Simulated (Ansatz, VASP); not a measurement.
**InP in VASP and in Ansatz**

```xyz
2
Lattice="0.0000 2.8164 2.8164 2.8164 0.0000 2.8164 2.8164 2.8164 0.0000" Properties=species:S:1:pos:R:3 pbc="T T T"
In    0.0000    0.0000    0.0000
P     2.8164    2.8164    2.8164
```

Change from the starting cell: volume scaled by 0.96.

Alike in both runs: task single point; functional PBE; k mesh 11 × 11 × 11; occupations fermi-dirac, width 0.03 eV; no spin polarisation.

```csv
,VASP,Ansatz
version,VASP 6.6.1,Ansatz 0.2.0
potentials or method,"VASP PAW PBE potentials, release 64 (In_d, P), cutoff 520 eV","all-electron LAPW, scalar-relativistic"
```

|  | VASP | Ansatz | Ansatz less VASP |
| --- | --- | --- | --- |
| pressure (GPa) | -3.3 | -3.3 | +0.03 |

Ansatz ran all-electron here, and VASP with PAW potentials.
